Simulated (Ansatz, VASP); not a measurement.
## Two plane-wave programs on SiO2

Contents of POSCAR:

```
SiO2
1.0
   -1.7092657690      1.7092657690      4.1172831789
    1.7092657690     -1.7092657690      4.1172831789
    1.7092657690      1.7092657690     -4.1172831789
Si O
2 4
Direct
    0.7500000000      0.2500000000      0.5000000000
    0.0000000000      0.0000000000      0.0000000000
    0.5409502156      0.0409502156      0.5000000000
    0.7909502156      0.7909502156      0.0000000000
    0.2090497844      0.2090497844      0.0000000000
    0.9590497844      0.4590497844      0.5000000000
```

INCAR.step1

```
SYSTEM = SiO2
PREC     = Accurate       ! precision mode
ENCUT    = 520            ! plane-wave cutoff, eV
ISMEAR   = 0              ! smearing method
SIGMA    = 0.01           ! smearing width, eV
LREAL    = .FALSE.        ! projectors in reciprocal space
LASPH    = .TRUE.         ! aspherical terms in the spheres
NELM     = 80             ! most SCF steps
NBANDS   = 25             ! bands
GGA      = PE             ! functional
ALGO     = Normal         ! electronic algorithm
EDIFF    = 1E-4           ! SCF threshold, eV
LWAVE    = .TRUE.         ! write WAVECAR
LCHARG   = .FALSE.        ! write CHGCAR
```

The input INCAR.step2:

```
SYSTEM = SiO2
PREC     = Accurate       ! precision mode
ENCUT    = 520            ! plane-wave cutoff, eV
EDIFF    = 1E-6           ! SCF threshold, eV
ISMEAR   = 0              ! smearing method
SIGMA    = 0.01           ! smearing width, eV
LREAL    = .FALSE.        ! projectors in reciprocal space
LASPH    = .TRUE.         ! aspherical terms in the spheres
NELM     = 80             ! most SCF steps
ALGO     = Normal         ! electronic algorithm
ISIF     = 2              ! what is computed and relaxed
LWAVE    = .FALSE.        ! write WAVECAR
LCHARG   = .FALSE.        ! write CHGCAR
METAGGA  = R2SCAN         ! meta-GGA
LMIXTAU  = .TRUE.       
NBANDS   = 25             ! bands
ISTART   = 1
```

KPOINTS

```
Automatic mesh
0
G
  8 8 8
  0 0 0
```

Input for Ansatz:

```yaml
crystal:
  lattice:
    - [-1.709265769, 1.709265769, 4.1172831789]
    - [1.709265769, -1.709265769, 4.1172831789]
    - [1.709265769, 1.709265769, -4.1172831789]
  atoms:
    - { symbol: Si, position: [0.75, 0.25, 0.5] }
    - { symbol: Si, position: [0.0, 0.0, 0.0] }
    - { symbol: O, position: [0.5409502156, 0.0409502156, 0.5] }
    - { symbol: O, position: [0.7909502156, 0.7909502156, 0.0] }
    - { symbol: O, position: [0.2090497844, 0.2090497844, 0.0] }
    - { symbol: O, position: [0.9590497844, 0.4590497844, 0.5] }
kpoints:
  mp_grid: { grid: [8, 8, 8] }
hamiltonian:
  xc: r2scan
scf:
  occupations: { method: fixed }
  n_extra_bands: 5
output:
  forces: true
  stress: true
  eigenvalues: true
```

Alike in both runs: task single point; functional r2SCAN; k mesh 8 × 8 × 8; no spin polarisation.

|  | VASP | Ansatz |
| --- | --- | --- |
| version | VASP 6.6.1 | Ansatz 0.2.0 |
| potentials or method | VASP PAW PBE potentials, release 64 (Si, O) | plane waves, PAW |
| plane-wave cutoff (eV) | 520 | 500 |
| occupations | gaussian, width 0.01 eV | fixed |
| valence electrons in the cell | 32 | 32 |

Ansatz gave:

- gap on the k mesh at the Fermi level (eV): 8.32
- pressure (GPa): 21.2
- traceless stress, the component that is largest in VASP (GPa): 2.46
- rms of the force components (eV/Å): 0.315

Task: What did VASP give for the same quantities?

Result: gap on the k mesh at the Fermi level (eV): 8.32; pressure (GPa): 21.8; traceless stress, the component that is largest in VASP (GPa): 3.10; rms of the force components (eV/Å): 0.322.

VASP's potentials were made for PBE, not for r2SCAN. Atom by atom the forces differ by 0.007 eV/Å (rms over components).
